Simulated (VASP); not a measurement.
# Sb in VASP: notebook, part 3 of 3

VASP 6.6.1.

## Step 5: Single point, PBE0

This run uses another cell than the first one, of 26.21 Å³/atom.

File POSCAR:

```
Sb
1.0
   -1.8713408863      1.8713408863      1.8713408863
    1.8713408863     -1.8713408863      1.8713408863
    1.8713408863      1.8713408863     -1.8713408863
Sb
1
Direct
    0.0000000000      0.0000000000      0.0000000000
```

File INCAR.step1:

```
SYSTEM = Sb
PREC = Accurate ; ENCUT = 520
EDIFF = 1E-5 ; ISMEAR = -1
SIGMA = 0.05 ; LREAL = .False.
LASPH = .True. ; NELM = 100
ALGO = Normal ; ISIF = 2
LWAVE = .True. ; GGA = PE
NBANDS = 8
```

File INCAR.step2:

```
SYSTEM = Sb
PREC = Accurate ; ENCUT = 520
EDIFF = 1E-6 ; ISMEAR = -1
SIGMA = 0.05 ; LREAL = .False.
LASPH = .True. ; NELM = 100
ALGO = Normal ; ISIF = 2
LWAVE = .False. ; LCHARG = .True.
GGA = PE ; LHFCALC = .True.
AEXX = 0.25 ; PRECFOCK = Normal
LELF = .True. ; LVHAR = .True.
ISTART = 1 ; NBANDS = 8
```

File KPOINTS:

```
regular mesh
0
Gamma
  8 8 8
  0 0 0
```

Potentials or basis: VASP PAW PBE potentials, release 64 (Sb).

Command:

```bash
cat potpaw_PBE.64/Sb/POTCAR > POTCAR
cp INCAR.step1 INCAR
mpirun -np 1 vasp_std > vasp.out
cp INCAR.step2 INCAR
mpirun -np 1 vasp_std > vasp.out
```

OUTCAR:

```text
SYSTEM = Sb
   PREC = Accurate
   ENCUT = 520
   EDIFF = 1E-6
   ISMEAR = -1
   LREAL = .False.
   LASPH = .True.
   NELM = 100
   ISIF = 2
   GGA = PE
   LHFCALC = .True.
   AEXX = 0.25
   PRECFOCK = Normal
   ISTART = 1

 ion  position               nearest neighbor table
   1  0.000  0.000  0.000-

  LATTYP: Found a body centered cubic cell.
 ALAT       =     3.7426817726

  Lattice vectors:

 A1 = (  -1.8713408863,   1.8713408863,   1.8713408863)
 A2 = (   1.8713408863,  -1.8713408863,   1.8713408863)
 A3 = (   1.8713408863,   1.8713408863,  -1.8713408863)

Analysis of symmetry for initial positions (statically):
=====================================================================
 Subroutine PRICEL returns:
 Original cell was already a primitive cell.

 Routine SETGRP: Setting up the symmetry group for a
 body centered cubic supercell.

 Subroutine GETGRP returns: Found 48 space group operations
 (whereof 48 operations were pure point group operations)
 out of a pool of 48 trial point group operations.

The static configuration has the point symmetry O_h .

Analysis of symmetry for dynamics (positions and initial velocities):
=====================================================================
 Subroutine PRICEL returns:
 Original cell was already a primitive cell.

 Routine SETGRP: Setting up the symmetry group for a
 body centered cubic supercell.

 Subroutine GETGRP returns: Found 48 space group operations
 (whereof 48 operations were pure point group operations)
 out of a pool of 48 trial point group operations.

The dynamic configuration has the point symmetry O_h .

 Subroutine INISYM returns: Found 48 space group operations
 (whereof 48 operations are pure point group operations),
 and found     1 'primitive' translations

----------------------------------------------------------------------------------------

                                     Primitive cell

  volume of cell :      26.2131

  direct lattice vectors                    reciprocal lattice vectors
    -1.871340886  1.871340886  1.871340886     0.000000000  0.267188092  0.267188092
     1.871340886 -1.871340886  1.871340886     0.267188092  0.000000000  0.267188092
     1.871340886  1.871340886 -1.871340886     0.267188092  0.267188092  0.000000000

  length of vectors
     3.241257493  3.241257493  3.241257493     0.377861023  0.377861023  0.377861023

  position of ions in fractional coordinates (direct lattice)
     0.000000000  0.000000000  0.000000000

  ion indices of the primitive-cell ions
   primitive index   ion index
                 1           1

----------------------------------------------------------------------------------------

 KPOINTS: regular mesh

Automatic generation of k-mesh.
 Grid dimensions read from file:
 generate k-points for:    8    8    8

 Generating k-lattice:

  Cartesian coordinates                     Fractional coordinates (reciprocal lattice)
     0.000000000  0.033398511  0.033398511     0.125000000  0.000000000  0.000000000
     0.033398511  0.000000000  0.033398511     0.000000000  0.125000000  0.000000000
     0.033398511  0.033398511  0.000000000     0.000000000  0.000000000  0.125000000

  Length of vectors
     0.047232628  0.047232628  0.047232628

  Shift w.r.t. Gamma in fractional coordinates (k-lattice)
     0.000000000  0.000000000  0.000000000

 Subroutine IBZKPT returns following result:
 ===========================================

 Found     29 irreducible k-points:

 Following reciprocal coordinates:
            Coordinates               Weight
  0.000000  0.000000  0.000000      1.000000
  0.125000  0.000000  0.000000     12.000000
  0.250000  0.000000  0.000000     12.000000
  0.375000  0.000000  0.000000     12.000000
  0.500000  0.000000  0.000000      6.000000
  0.125000  0.125000  0.000000     24.000000
[... 16 lines left out ...]
 -0.250000  0.250000  0.250000      6.000000
 -0.375000  0.375000  0.250000     24.000000
 [... further k-points ...]
   k-points           NKPTS =     29   k-points in BZ     NKDIM =    512   number of bands    NBANDS=      8
   number of dos      NEDOS =    301   number of ions     NIONS =      1
   total plane-waves  NPLWV =  13824
   dimension x,y,z NGX =    24 NGY =   24 NGZ =   24
   dimension x,y,z NGXF=    48 NGYF=   48 NGZF=   48
   ions per type =               1
   NGX,Y,Z   is equivalent  to a cutoff of  12.31, 12.31, 12.31 a.u.
   NGXF,Y,Z  is equivalent  to a cutoff of  24.62, 24.62, 24.62 a.u.
 SYSTEM =  Sb
   PREC   = accura    normal or accurate (medium, high low for compatibility)
   ISTART =      1    job   : 0-new  1-cont  2-samecut
   ICHARG =      0    charge: 1-file 2-atom 10-const
   ISPIN  =      1    spin polarized calculation?
   LNONCOLLINEAR =      F non collinear calculations
   LSORBIT =      F    spin-orbit coupling
   LASPH  =      T    aspherical Exc in radial PAW
   ENCUT  =  520.0 eV  38.22 Ry    6.18 a.u.   6.03  6.03  6.03*2*pi/ulx,y,z
   NELM   =    100;   NELMIN=  2; NELMDL=  0     # of ELM steps
   EDIFF  = 0.1E-05   stopping-criterion for ELM
   LREAL  =      F    real-space projection
   EDIFFG = 0.1E-04   stopping-criterion for IOM
   NSW    =      0    number of steps for IOM
   IBRION =     -1    ionic relax: 0-MD 1-quasi-New 2-CG
   NFREE  =      0    steps in history (QN), initial steepest desc. (CG)
   ISIF   =      2    stress and relaxation
   ISYM   =      3    0-nonsym 1-usesym 2-fastsym
   POTIM  = 0.5000    time-step for ionic-motion
   TEBEG  =    0.0;   TEEND  =   0.0 temperature during run
   PSTRESS=    0.0 pullay stress
   NELECT =       5.0000    total number of electrons
   NUPDOWN=      -1.0000    fix difference up-down
   EMIN   =  10.00;   EMAX   =-10.00  energy-range for DOS
   EFERMI =   0.00;   METHOD = LEGACY
   ISMEAR =    -1;   SIGMA  =   0.05  broadening in eV -4-tet -1-fermi 0-gaus
   EFERMI_NEDOS =   21; number of points for ismear=-14 and -15
   IALGO  =     38    algorithm
   IMIX   =      1    mixing-type and parameters
     AMIX     =   0.40;   BMIX     =  1.00
     AMIX_MAG =   1.60;   BMIX_MAG =  1.00
  volume/ion in A,a.u.               =      26.21       176.89
  Fermi-wavevector in a.u.,A,eV,Ry     =   0.942378  1.780837 12.083018  0.888077
  Thomas-Fermi vector in A             =   2.069982
   LORBIT       =      0    0 simple, 1 ext, 2 COOP (PROOUT), +10 PAW based schemes
   GGA     = PE    functional components
   LHFCALC =     T    Hartree Fock is set to
   PRECFOCK=normal    Normal, Fast or Accurate (Low or Medium for compatibility)
   ENCUT4O =  -1.0   cutoff for four orbital integrals eV
   NKREDX  =     1    reduce k-point grid by
   NKREDY  =     1    reduce k-point grid by
   NKREDZ  =     1    reduce k-point grid by
   AEXX    =    0.2500 exact exchange contribution
   HFSCREEN=    0.0000 screening length (either q_TF or 0.3 A-1)
   HFSCREENC=   0.0000 screening length for correlation (either q_TF or 0.3 A-1)
   ENCUTFOCK=  -1.0 apply spherical cutoff to Coloumb kernel
   IVDW    =     0    specifies the selected vdW correction
   LEPSILON=     F    determine dielectric tensor
   LRPA    =     F    only Hartree local field effects (RPA)
 non-spin polarized calculation
  energy-cutoff  :      520.00
  volume of cell :       26.21
 maximum number of plane-waves:       716
  NGX = 20; NGY = 20; NGZ = 20

 number of electron       4.9999999 magnetization

 Free energy of the ion-electron system (eV)
  ---------------------------------------------------
  ext. energy  EPLUGINS =         0.00000000
  ---------------------------------------------------
  free energy    TOTEN  =        -5.27198579 eV

  energy without entropy =       -5.26880608  energy(sigma->0) =       -5.27039593

 E-fermi :   8.5181     XC(G=0):  -8.1874

 val. band max:        8.4921200405   @ k =  -0.2500   0.2500   0.1250
 cond. band min:       9.0543656805   @ k =  -0.2500   0.2500   0.2500
 fundamental gap:      0.5622456400
 Fermi energy:         8.5181408392

 k-point     1 :       0.0000    0.0000    0.0000
  band No.  band energies     occupation
      1      -6.3330      2.00000
      2      15.4956      0.00000
      3      15.4956      0.00000
      4      15.4956      0.00000
      5      20.3509      0.00000
      6      20.3509      0.00000
      7      20.3509      0.00000
      8      21.8512      0.00000
[... 243 lines left out ...]
 k-point    24 :      -0.3750    0.3750    0.2500
  band No.  band energies     occupation
      1      -1.6942      2.00000
      2       5.3194      2.00000
      3       8.0330      1.99988
      4       9.7657      0.00000
      5      14.6114      0.00000
      6      19.3268      0.00000
      7      21.4101      0.00000
      8      22.4449      0.00000

 [... further k-points ...]
[... 5 lines left out ...]
  --------------------------------------------------------------------------------------
  -------------------------------------------------------------------------------------
  Total       -0.2967738     -0.2967738     -0.2967738      0.0000000      0.0000000     -0.0000000
  in kB      -18.1391732    -18.1391732    -18.1391732      0.0000000      0.0000000     -0.0000000
  external PRESSURE =     -18.1391732 kB  Pullay stress =       0.0000000 kB

 VOLUME and BASIS-vectors are now :
 -----------------------------------------------------------------------------
  energy-cutoff  :      520.00
  volume of cell :       26.21
      direct lattice vectors                 reciprocal lattice vectors
    -1.871340886  1.871340886  1.871340886     0.000000000  0.267188092  0.267188092
     1.871340886 -1.871340886  1.871340886     0.267188092  0.000000000  0.267188092
     1.871340886  1.871340886 -1.871340886     0.267188092  0.267188092  0.000000000

 POSITION                                       TOTAL-FORCE (eV/Angst)
 -----------------------------------------------------------------------------------
      0.00000      0.00000      0.00000        -0.000000      0.000000     -0.000000
 -----------------------------------------------------------------------------------
    total drift:                                0.000000     -0.000000     -0.000000

  FREE ENERGIE OF THE ION-ELECTRON SYSTEM (eV)
  ---------------------------------------------------
  free  energy   TOTEN  =        -5.2719857902 eV

  energy  without entropy=       -5.2688060775  energy(sigma->0) =       -5.27039593
```

Run time: 34 min. Hardware: 1 thread of Intel Xeon Platinum 8375C at 2.90GHz (Ice Lake), shared host; peak memory 0.17 GiB.

Results:

| Quantity | Value |
| --- | --- |
| Free energy | -5.2720 eV |
| Pressure | -1.8 GPa |
| Band gap on the k mesh | zero (an odd number of electrons rules out a gap without spin polarisation) |

Caveat: the PAW data sets were made with another functional, which shifts forces and pressure a little; spin-orbit coupling is left out, which moves the levels of the heavy elements.

## Step 6: Overview

| level | cell | k mesh | cutoff (eV) | grid for exact exchange (PRECFOCK) | share of exact exchange | screening parameter | gap on the mesh (eV) | pressure (GPa) |
| --- | --- | --- | --- | --- | --- | --- | --- | --- |
| PBEsol | a = 3.285 Å, angles 108.9, 108.9, 110.5°, 1 atom | 10 × 10 × 10 | 500 | - | - | - | none | -2.5 |
| PBEsol | a = 3.328 Å, angles 108.4, 108.4, 111.6°, 1 atom | 10 × 10 × 10 | 500 | - | - | - | none | -4.6 |
| HSE06 | a = 3.241 Å, angles 109.5°, 1 atom | 8 × 8 × 8 | 520 | Normal | 0.25 | 0.2079 1/Å | none | -1.5 |
| PBE0 | a = 3.241 Å, angles 109.5°, 1 atom | 8 × 8 × 8 | 520 | Normal | 0.25 | - | none | -1.8 |

Alike in all rows: task single point; potentials or basis VASP PAW PBE potentials, release 64 (Sb); no spin polarisation; smearing fermi-dirac 0.05 eV.

Caveats: the PAW data sets were made with another functional, which shifts forces and pressure a little; spin-orbit coupling is left out, which moves the levels of the heavy elements; the cell stands under tension (at least some runs).

Absolute energies hang on the potentials; compare differences alone.
